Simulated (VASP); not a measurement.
# V (P6/mmm) in VASP: further runs

V is run at these levels: PBEsol; tasks: single point.

Everything below comes from runs of VASP 6.6.1. Logs are shortened: lines on timing, memory, paths and dates and some standing lists are left out, and cuts for length are marked.

### 1 The cell of the first run

Symmetry: P6/mmm, No. 191, hexagonal system. The conventional cell has a = 4.218 Å, b = 4.218 Å, c = 2.254 Å, α = 90.00°, β = 90.00°, γ = 120.00°. V (site symmetry 6/mmm) has 14 V at 2.25 to 2.68 Å within 3.0 Å. Within 3.0 Å of V (site symmetry -6m2) lie 11 V at 2.25 to 2.68 Å.

This isn't the form of V at room conditions, which is bcc.

### 2 Single point, PBEsol (11.58 Å³/atom)

The input, INCAR:

```
PREC = Accurate ; ENCUT = 520
EDIFF = 1E-6 ; ISMEAR = -1
SIGMA = 0.1 ; LREAL = F
LASPH = T ; NELM = 80
ALGO = Normal ; ISIF = 2
LWAVE = F ; LCHARG = F
GGA = PS ; NBANDS = 26
```

The input, KPOINTS:

```
Automatic mesh
0
Gamma
  9 9 15
```

The input, POSCAR:

```
V
1.0
    4.2180830200      0.0000000000      0.0000000000
   -2.1090415100      3.6529670506      0.0000000000
    0.0000000000      0.0000000000      2.2539641631
V
3
Direct
    0.0000000000      0.0000000000      0.0000000000
    0.3333333333      0.6666666667      0.5000000000
    0.6666666667      0.3333333333      0.5000000000
```

Potentials or basis: VASP PAW PBE potentials, release 64 (V_sv).

Launch:

```
$ cat potpaw_PBE.64/V_sv/POTCAR > POTCAR
$ mpirun -np 1 vasp_std > vasp.out
```

OUTCAR:

```text
PREC = Accurate
   ENCUT = 520
   EDIFF = 1E-6
   ISMEAR = -1
   LREAL = F
   LASPH = T
   NELM = 80
   ISIF = 2
   GGA = PS

 ion  position               nearest neighbor table
   1  0.000  0.000  0.000-   2 2.68   3 2.68   2 2.68   3 2.68   3 2.68   3 2.68   2 2.68   2 2.68
                             3 2.68   3 2.68   2 2.68   2 2.68
   2  0.333  0.667  0.500-   3 2.44   3 2.44   3 2.44   1 2.68   1 2.68   1 2.68   1 2.68   1 2.68
                             1 2.68
   3  0.667  0.333  0.500-   2 2.44   2 2.44   2 2.44   1 2.68   1 2.68   1 2.68   1 2.68   1 2.68
                             1 2.68

  LATTYP: Found a hexagonal cell.
 ALAT       =     4.2180830200
 C/A-ratio  =     0.5343574682

  Lattice vectors:

 A1 = (   4.2180830200,   0.0000000000,   0.0000000000)
 A2 = (  -2.1090415100,   3.6529670506,   0.0000000000)
 A3 = (   0.0000000000,   0.0000000000,   2.2539641631)

Analysis of symmetry for initial positions (statically):
=====================================================================
 Subroutine PRICEL returns:
 Original cell was already a primitive cell.

 Routine SETGRP: Setting up the symmetry group for a
 hexagonal supercell.

 Subroutine GETGRP returns: Found 24 space group operations
 (whereof 24 operations were pure point group operations)
 out of a pool of 24 trial point group operations.

The static configuration has the point symmetry D_6h.

Analysis of symmetry for dynamics (positions and initial velocities):
=====================================================================
 Subroutine PRICEL returns:
 Original cell was already a primitive cell.

 Routine SETGRP: Setting up the symmetry group for a
 hexagonal supercell.

 Subroutine GETGRP returns: Found 24 space group operations
 (whereof 24 operations were pure point group operations)
 out of a pool of 24 trial point group operations.

The dynamic configuration has the point symmetry D_6h.

 Subroutine INISYM returns: Found 24 space group operations
 (whereof 24 operations are pure point group operations),
 and found     1 'primitive' translations

----------------------------------------------------------------------------------------

                                     Primitive cell

  volume of cell :      34.7302

  direct lattice vectors                    reciprocal lattice vectors
     4.218083020  0.000000000  0.000000000     0.237074518  0.136875037  0.000000000
    -2.109041510  3.652967051  0.000000000     0.000000000  0.273750074  0.000000000
     0.000000000  0.000000000  2.253964163     0.000000000  0.000000000  0.443662777

  length of vectors
     4.218083020  4.218083020  2.253964163     0.273750074  0.273750074  0.443662777

  position of ions in fractional coordinates (direct lattice)
     0.000000000  0.000000000  0.000000000
     0.333333333  0.666666667  0.500000000
     0.666666667  0.333333333  0.500000000

  ion indices of the primitive-cell ions
   primitive index   ion index
                 1           1
                 2           2
                 3           3

----------------------------------------------------------------------------------------

 KPOINTS: Automatic mesh

Automatic generation of k-mesh.
 Grid dimensions read from file:
 generate k-points for:    9    9   15

 Generating k-lattice:

  Cartesian coordinates                     Fractional coordinates (reciprocal lattice)
     0.026341613  0.015208337  0.000000000     0.111111111  0.000000000  0.000000000
     0.000000000  0.030416675  0.000000000     0.000000000  0.111111111  0.000000000
     0.000000000  0.000000000  0.029577518     0.000000000  0.000000000  0.066666667

  Length of vectors
     0.030416675  0.030416675  0.029577518

  Shift w.r.t. Gamma in fractional coordinates (k-lattice)
     0.000000000  0.000000000  0.000000000

 Subroutine IBZKPT returns following result:
 ===========================================

 Found     96 irreducible k-points:

 Following reciprocal coordinates:
            Coordinates               Weight
  0.000000  0.000000  0.000000      1.000000
  0.111111  0.000000  0.000000      6.000000
  0.222222  0.000000  0.000000      6.000000
  0.333333  0.000000  0.000000      6.000000
  0.444444  0.000000  0.000000      6.000000
  0.111111  0.111111  0.000000      6.000000
[... 16 lines left out ...]
  0.333333  0.222222  0.066667     24.000000
  0.333333  0.333333  0.066667      4.000000
 [... further k-points ...]
   k-points           NKPTS =     96   k-points in BZ     NKDIM =     96   number of bands    NBANDS=     26
   number of dos      NEDOS =    301   number of ions     NIONS =      3
   total plane-waves  NPLWV =  18432
   dimension x,y,z NGX =    32 NGY =   32 NGZ =   18
   dimension x,y,z NGXF=    64 NGYF=   64 NGZF=   36
   ions per type =               3
   NGX,Y,Z   is equivalent  to a cutoff of  12.61, 12.61, 13.28 a.u.
   NGXF,Y,Z  is equivalent  to a cutoff of  25.22, 25.22, 26.55 a.u.
 SYSTEM =  unknown system
   PREC   = accura    normal or accurate (medium, high low for compatibility)
   ISTART =      0    job   : 0-new  1-cont  2-samecut
   ICHARG =      2    charge: 1-file 2-atom 10-const
   ISPIN  =      1    spin polarized calculation?
   LNONCOLLINEAR =      F non collinear calculations
   LSORBIT =      F    spin-orbit coupling
   LASPH  =      T    aspherical Exc in radial PAW
   ENCUT  =  520.0 eV  38.22 Ry    6.18 a.u.   7.84  7.84  4.19*2*pi/ulx,y,z
   NELM   =     80;   NELMIN=  2; NELMDL= -5     # of ELM steps
   EDIFF  = 0.1E-05   stopping-criterion for ELM
   LREAL  =      F    real-space projection
   EDIFFG = 0.1E-04   stopping-criterion for IOM
   NSW    =      0    number of steps for IOM
   IBRION =     -1    ionic relax: 0-MD 1-quasi-New 2-CG
   NFREE  =      0    steps in history (QN), initial steepest desc. (CG)
   ISIF   =      2    stress and relaxation
   ISYM   =      2    0-nonsym 1-usesym 2-fastsym
   POTIM  = 0.5000    time-step for ionic-motion
   TEBEG  =    0.0;   TEEND  =   0.0 temperature during run
   PSTRESS=    0.0 pullay stress
   NELECT =      39.0000    total number of electrons
   NUPDOWN=      -1.0000    fix difference up-down
   EMIN   =  10.00;   EMAX   =-10.00  energy-range for DOS
   EFERMI =   0.00;   METHOD = LEGACY
   ISMEAR =    -1;   SIGMA  =   0.10  broadening in eV -4-tet -1-fermi 0-gaus
   EFERMI_NEDOS =   21; number of points for ismear=-14 and -15
   IALGO  =     38    algorithm
   IMIX   =      4    mixing-type and parameters
     AMIX     =   0.40;   BMIX     =  1.00
     AMIX_MAG =   1.60;   BMIX_MAG =  1.00
  volume/ion in A,a.u.               =      11.58        78.12
  Fermi-wavevector in a.u.,A,eV,Ry     =   1.701611  3.215579 39.395419  2.895482
  Thomas-Fermi vector in A             =   2.781532
   LORBIT       =      0    0 simple, 1 ext, 2 COOP (PROOUT), +10 PAW based schemes
   GGA     = PS    functional components
   LHFCALC =     F    Hartree Fock is set to
   AEXX    =    0.0000 exact exchange contribution
   IVDW    =     0    specifies the selected vdW correction
   LEPSILON=     F    determine dielectric tensor
   LRPA    =     F    only Hartree local field effects (RPA)
 non-spin polarized calculation
  energy-cutoff  :      520.00
  volume of cell :       34.73
 maximum number of plane-waves:       956
 NGX is ok and might be reduce to    32
   NGX = 15   NGY = 15   NGZ =  9

 number of electron      38.9999995 magnetization

 Free energy of the ion-electron system (eV)
  ---------------------------------------------------
  ext. energy  EPLUGINS =         0.00000000
  ---------------------------------------------------
  free energy    TOTEN  =       -28.13113160 eV

  energy without entropy =      -28.03726305  energy(sigma->0) =      -28.08419733

 E-fermi :  11.7825     XC(G=0): -13.8936

 val. band max:       11.7817258446   @ k =   0.3333   0.2222   0.4667
 cond. band min:      11.8077626196   @ k =   0.3333   0.1111   0.2667
 fundamental gap:      0.0260367750
 Fermi energy:        11.7825408294

 k-point     1 :       0.0000    0.0000    0.0000
  band No.  band energies     occupation
      1     -51.8431      2.00000
      2     -51.5534      2.00000
      3     -51.4909      2.00000
      4     -25.9956      2.00000
      5     -25.9956      2.00000
      6     -25.8083      2.00000
[... 18 lines left out ...]
     25      14.6195      0.00000
     26      14.6195      0.00000

 k-point     2 :       0.1111    0.0000    0.0000
  band No.  band energies     occupation
      1     -51.8319      2.00000
      2     -51.5577      2.00000
      3     -51.4983      2.00000
      4     -26.0694      2.00000
      5     -26.0437      2.00000
      6     -25.7233      2.00000
[... 18 lines left out ...]
     25      14.9048      0.00000
     26      14.9344      0.00000

 k-point     3 :       0.2222    0.0000    0.0000
  band No.  band energies     occupation
      1     -51.8000      2.00000
      2     -51.5705      2.00000
      3     -51.5185      2.00000
      4     -26.1742      2.00000
      5     -26.0673      2.00000
      6     -25.5852      2.00000
[... 18 lines left out ...]
     25      15.1964      0.00000
     26      15.2825      0.00000

 k-point     4 :       0.3333    0.0000    0.0000
  band No.  band energies     occupation
      1     -51.7523      2.00000
      2     -51.5956      2.00000
      3     -51.5425      2.00000
      4     -26.2543      2.00000
      5     -26.0102      2.00000
      6     -25.4525      2.00000
[... 18 lines left out ...]
     25      15.4065      0.00000
     26      15.4711      0.00000
[... 496 lines left out ...]
      1     -51.7101      2.00000
      2     -51.5829      2.00000
      3     -51.5515      2.00000
      4     -26.1572      2.00000
      5     -26.0671      2.00000
      6     -25.5535      2.00000
[... 18 lines left out ...]
     25      14.9081      0.00000
     26      15.5033      0.00000

 k-point    23 :       0.3333    0.2222    0.0667
  band No.  band energies     occupation
      1     -51.6596      2.00000
      2     -51.6115      2.00000
      3     -51.5740      2.00000
      4     -26.1585      2.00000
      5     -25.9652      2.00000
      6     -25.7559      2.00000
[... 18 lines left out ...]
     25      14.5631      0.00000
     26      15.1482      0.00000

 k-point    24 :       0.3333    0.3333    0.0667
  band No.  band energies     occupation
      1     -51.6199      2.00000
      2     -51.6127      2.00000
      3     -51.6127      2.00000
      4     -26.0898      2.00000
      5     -25.9163      2.00000
      6     -25.9163      2.00000
[... 18 lines left out ...]
     25      14.7396      0.00000
     26      14.7396      0.00000

 [... further k-points ...]
[... 5 lines left out ...]
  --------------------------------------------------------------------------------------
  -------------------------------------------------------------------------------------
  Total        6.6668615      6.6668615      7.0250338      0.0000000      0.0000000      0.0000000
  in kB      307.5559478    307.5559478    324.0791697      0.0000000      0.0000000      0.0000000
  external PRESSURE =     313.0636884 kB  Pullay stress =       0.0000000 kB

 VOLUME and BASIS-vectors are now :
 -----------------------------------------------------------------------------
  energy-cutoff  :      520.00
  volume of cell :       34.73
      direct lattice vectors                 reciprocal lattice vectors
     4.218083020  0.000000000  0.000000000     0.237074518  0.136875037  0.000000000
    -2.109041510  3.652967051  0.000000000     0.000000000  0.273750074  0.000000000
     0.000000000  0.000000000  2.253964163     0.000000000  0.000000000  0.443662777

 POSITION                                       TOTAL-FORCE (eV/Angst)
 -----------------------------------------------------------------------------------
      0.00000      0.00000      0.00000         0.000000     -0.000000      0.000000
     -0.00000      2.43531      1.12698        -0.000000      0.000000      0.000000
      2.10904      1.21766      1.12698         0.000000      0.000000     -0.000000
 -----------------------------------------------------------------------------------
    total drift:                               -0.000000      0.000000      0.000000

  FREE ENERGIE OF THE ION-ELECTRON SYSTEM (eV)
  ---------------------------------------------------
  free  energy   TOTEN  =       -28.1311315961 eV

  energy  without entropy=      -28.0372630541  energy(sigma->0) =      -28.08419733
```

It took 93 s on 1 thread of Intel Xeon 8259CL, shared host; peak memory 0.19 GiB.

What came out:

* Free energy: -28.1311 eV
* Pressure: 31.3 GPa
* Band gap on the k mesh: zero (an odd number of electrons rules out a gap without spin polarisation)

Levels at points of the mesh, in eV from the Fermi level:
```tsv
k point	band 17	band 18	band 19	band 20	band 21	band 22	band 23	band 24
(0.00, 0.00, 0.00)	-1.53	-1.53	-1.49	-1.07	0.54	0.54	2.83	2.83
```

Caveat: the cell stands under pressure; the PAW data sets were made with another functional, which shifts forces and pressure a little.

### 3 Single point, PBEsol (12.10 Å³/atom)

This run uses another cell than the first one, of 12.10 Å³/atom.

The input, INCAR:

```
ALGO = Normal ; EDIFF = 1E-6
ENCUT = 520 ; GGA = PS
ISIF = 2 ; ISMEAR = -1
LASPH = T ; LCHARG = T
LELF = T ; LREAL = F
LVHAR = T ; LWAVE = F
NBANDS = 26 ; NELM = 80
PREC = Accurate ; SIGMA = 0.1
```

The input, KPOINTS:

```
k-points
0
Gamma
  9 9 15
```

The input, POSCAR:

```
V
1.0
    4.2810487661      0.0000000000      0.0000000000
   -2.1405243830      3.7074969863      0.0000000000
    0.0000000000      0.0000000000      2.2876103798
V
3
Direct
    0.0000000000      0.0000000000      0.0000000000
    0.3333333333      0.6666666667      0.5000000000
    0.6666666667      0.3333333333      0.5000000000
```

Potentials or basis: VASP PAW PBE potentials, release 64 (V_sv).

Launch:

```
$ cat potpaw_PBE.64/V_sv/POTCAR > POTCAR
$ mpirun -np 1 vasp_std > vasp.out
```

Run time: 90 s. Hardware: 1 thread of Intel Xeon 8259CL, shared host; peak memory 0.19 GiB.

It converged, with:

| Property | Result |
| --- | --- |
| Free energy | -28.3766 eV |
| Pressure | 18.8 GPa |
| Band gap on the k mesh | zero (an odd number of electrons rules out a gap without spin polarisation) |

Stress tensor (GPa, compression positive):
```
18.40  0.00  0.00
 0.00 18.40  0.00
 0.00  0.00 19.61
```

Levels at points of the mesh, in eV from the Fermi level:
```tsv
k point	band 17	band 18	band 19	band 20	band 21	band 22	band 23	band 24
(0.00, 0.00, 0.00)	-1.49	-1.49	-1.46	-1.01	0.53	0.53	2.70	2.70
```

Caveat: the cell stands under pressure; the PAW data sets were made with another functional, which shifts forces and pressure a little.

### 4 Single point, PBEsol (12.63 Å³/atom)

This run uses another cell than the first one, of 12.63 Å³/atom.

The input, INCAR:

```
SYSTEM = V
ALGO = Normal ; EDIFF = 1E-6
ENCUT = 520 ; GGA = PS
ISIF = 2 ; ISMEAR = -1
LASPH = .TRUE. ; LCHARG = .TRUE.
LELF = .TRUE. ; LREAL = .FALSE.
LVHAR = .TRUE. ; LWAVE = .FALSE.
NBANDS = 26 ; NELM = 100
PREC = Accurate ; SIGMA = 0.1
```

The input, KPOINTS:

```
k-points
0
G
  9 9 15
  0 0 0
```

The input, POSCAR:

```
V
1.0
    4.3422148695      0.0000000000      0.0000000000
   -2.1711074347      3.7604683856      0.0000000000
    0.0000000000      0.0000000000      2.3202949439
V
3
Direct
    0.0000000000      0.0000000000      0.0000000000
    0.3333333333      0.6666666667      0.5000000000
    0.6666666667      0.3333333333      0.5000000000
```

Launch:

```
$ cat potpaw_PBE.64/V_sv/POTCAR > POTCAR
$ mpirun -np 1 vasp_std > vasp.out
```

Wall time 92 s (1 thread of Intel Xeon 8259CL, shared host); peak memory 0.2 GiB.

Results (log left out):

| Property | Result |
| --- | --- |
| Free energy | -28.5104 eV |
| Pressure | 8.6 GPa |
| Band gap on the k mesh | zero (an odd number of electrons rules out a gap without spin polarisation) |

Stress tensor (GPa, compression positive):
```
8.27 0.00 0.00
0.00 8.27 0.00
0.00 0.00 9.10
```

Levels at points of the mesh, in eV from the Fermi level:
| k point | band 18 | band 19 | band 20 | band 21 | band 22 | band 23 |
| --- | --- | --- | --- | --- | --- | --- |
| (0.00, 0.00, 0.00) | -1.45 | -1.43 | -0.96 | 0.52 | 0.52 | 2.57 |

Caveat: the cell stands under pressure; the PAW data sets were made with another functional, which shifts forces and pressure a little.

### 5 The runs side by side

```csv
cell,gap on the mesh (eV),pressure (GPa)
"a = 4.218, b = 4.218, c = 2.254 Å, angles 90.0, 90.0, 120.0°, 3 atoms",none,31.3
"a = 4.281, b = 4.281, c = 2.288 Å, angles 90.0, 90.0, 120.0°, 3 atoms",none,18.8
"a = 4.342, b = 4.342, c = 2.320 Å, angles 90.0, 90.0, 120.0°, 3 atoms",none,8.6
```

Alike in all rows: task single point; level PBEsol; potentials or basis VASP PAW PBE potentials, release 64 (V_sv); no spin polarisation; k mesh 9 × 9 × 15; cutoff (eV) 520; smearing fermi-dirac 0.1 eV.

Caveats: the cell stands under pressure; the PAW data sets were made with another functional, which shifts forces and pressure a little.

Absolute energies hang on the potentials; compare differences alone.
